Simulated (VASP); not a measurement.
Here is a VASP 6.6.1 calculation.

File INCAR:

```
SYSTEM = Be16C
  PREC = Accurate
  ENCUT = 520
  EDIFF = 1E-6
  ISMEAR = 0
  SIGMA = 0.1
  LREAL = Auto
  LASPH = .TRUE.
  NELM = 80
  ALGO = Normal
  ISIF = 2
  LWAVE = .FALSE.
  LCHARG = .FALSE.
  GGA = PE
  NBANDS = 32
```

File KPOINTS:

```
Automatic mesh
0
G
  4 4 3
  0 0 0
```

The input POSCAR:

```
Be16C
1.0
   -2.2900000000     -3.9663960000      0.0000000000
    3.4350000000     -1.9831980000      0.0000000000
    0.0000000000      0.0000000000      7.1768600000
Be C
16 1
Direct
    0.7502366543      0.4776564595      0.0097992715
    0.4969238556      0.3360578252      0.2536245656
    0.7502617122      0.4967436160      0.4910203069
    0.4630691437      0.3453741889      0.7447757097
    0.4943720813      0.0096049684     -0.0031332644
    0.2502292559      0.8405094602      0.2539235822
    0.4955897132     -0.0056126803      0.4972099219
    0.2502230600      0.8119306572      0.7471289673
    0.2502393383      0.5377388893      0.0084184448
    0.0035700234      0.3360702630      0.2536162054
    0.2502879054      0.5066801465      0.4938774060
    0.0373688089      0.3454851739      0.7446967058
    0.0061867575      0.0096595851     -0.0031423213
    0.7502356364      0.8310942088      0.2532055802
    0.0048513733     -0.0056315444      0.4972114546
    0.7501767609      0.7884703879      0.7439290999
    0.7502759403      0.1694124900      0.8442104207
```

Potentials or basis: VASP PAW PBE potentials, release 64 (Be, C).

The run is started by

```console
$ cat potpaw_PBE.64/Be/POTCAR potpaw_PBE.64/C/POTCAR > POTCAR
$ mpirun -np 1 vasp_std > vasp.out
```

Q: Predict the pressure.

A: 9.1 GPa.

Q: What does it give for the largest force?

A: 1.116 eV/Å.

Stress tensor (GPa, compression positive):
```
 6.86  1.47  2.65
 1.47  8.56 -1.53
 2.65 -1.53 11.93
```

Caveat: the k points lie up to 0.40 Å⁻¹ apart, too coarse for converged energies and pressures of a metal.
